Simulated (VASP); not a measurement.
Wanted: the native input for a VASP 6.6.1 run.

| Item | Value |
| --- | --- |
| Task | single point |
| Functional | PBEsol |
| Potentials or basis | VASP PAW PBE potentials, release 64 (Sr_sv, O) |
| Cutoff | 600 eV |
| k mesh | 8 × 8 × 8 |
| Occupations | gaussian, width 0.01 eV |
| Spin | no spin polarisation |
| Dipole correction | no |
| Further INCAR settings | ALGO = Normal; EDIFF = 1e-06; NBANDS = 15 |

The structure of SrO lies in POSCAR:

```
SrO
1.0
    2.5803630513      2.5803630513      0.0000000000
   -2.5803630513      2.5803630513      0.0000000000
    0.0000000000      2.5803630513      2.5803630513
Sr O
1 1
Direct
    0.5000000000      0.5000000000      0.0000000000
    0.0000000000      0.0000000000      0.0000000000
```

The input as run:

INCAR

```
SYSTEM = SrO
ALGO = Normal
EDIFF = 1E-6
ENCUT = 600
GGA = PS
GGA_COMPAT = .FALSE.
ISIF = 2
ISMEAR = 0
LASPH = .TRUE.
LCHARG = .FALSE.
LREAL = .FALSE.
LWAVE = .FALSE.
NBANDS = 15
NELM = 120
PREC = Accurate
SIGMA = 0.01
```

KPOINTS

```
k-points
0
G
  8 8 8
  0 0 0
```

Potentials or basis: VASP PAW PBE potentials, release 64 (Sr_sv, O).

Command:

```console
$ cat potpaw_PBE.64/Sr_sv/POTCAR potpaw_PBE.64/O/POTCAR > POTCAR
$ mpirun -np 1 vasp_std > vasp.out
```

Results of the run:

```
Pressure               : -1.5 GPa
Band gap on the k mesh : 3.16 eV (least direct gap 3.26 eV)
```

Caveat: the PAW data sets were made with another functional, which shifts forces and pressure a little.

Wall time 9.4 s on 1 thread of Intel(R) Xeon(R) 6975P-C (Granite Rapids), on a shared host, peak memory 0.18 GiB.
